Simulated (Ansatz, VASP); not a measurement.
## Two plane-wave programs on Co

```
Co
1.0
     2.48736    0.00000    0.00000
    -1.24368    2.15412    0.00000
     0.00000    0.00000    4.06329
Co
2
Cartesian
  0.0000 1.4361 3.0074
  1.2437 0.7180 1.0559
```

Alike in both runs: task relaxation of cell and atoms; functional PBEsol; k mesh 12 × 12 × 7; occupations fermi-dirac, width 0.05 eV; collinear spin.

|  | VASP | Ansatz |
| --- | --- | --- |
| version | VASP 6.6.1 | Ansatz 0.2.0 |
| potentials or method | VASP PAW PBE potentials, release 64 (Co) | Ansatz PAW |
| plane-wave cutoff (eV) | 600 | 420 |
| valence electrons in the cell | 18 | 34 |

|  | VASP | Ansatz | Ansatz less VASP |
| --- | --- | --- | --- |
| gap on the k mesh at the Fermi level, each at its own relaxed structure (eV) | none | none | - |
| net moment per atom (μB) | 1.55 | 1.57 | +0.013 |
| size of the moment on the site where the two differ most (μB) | 1.56 | 1.63 | +0.071 |
| relaxed volume (Å³/atom) | 10.33 | 10.37 | +0.042 |
| relaxed length of the cell vector where the two differ most in proportion (Å) | 3.959 | 3.965 | +0.0059 |

VASP's potentials were made for PBE, not for PBEsol. Site moments also hang on the region over which each program counts them. A gap of «none» marks a metal or a gap that the smearing closes. VASP's potentials hold 18 valence electrons a cell and Ansatz's 34, so a difference there can come from the potentials and not from the codes.

Noted on Ansatz's run: the plane-wave basis is chosen anew once the cell has moved, so the energies of steps on either side of that aren't comparable.
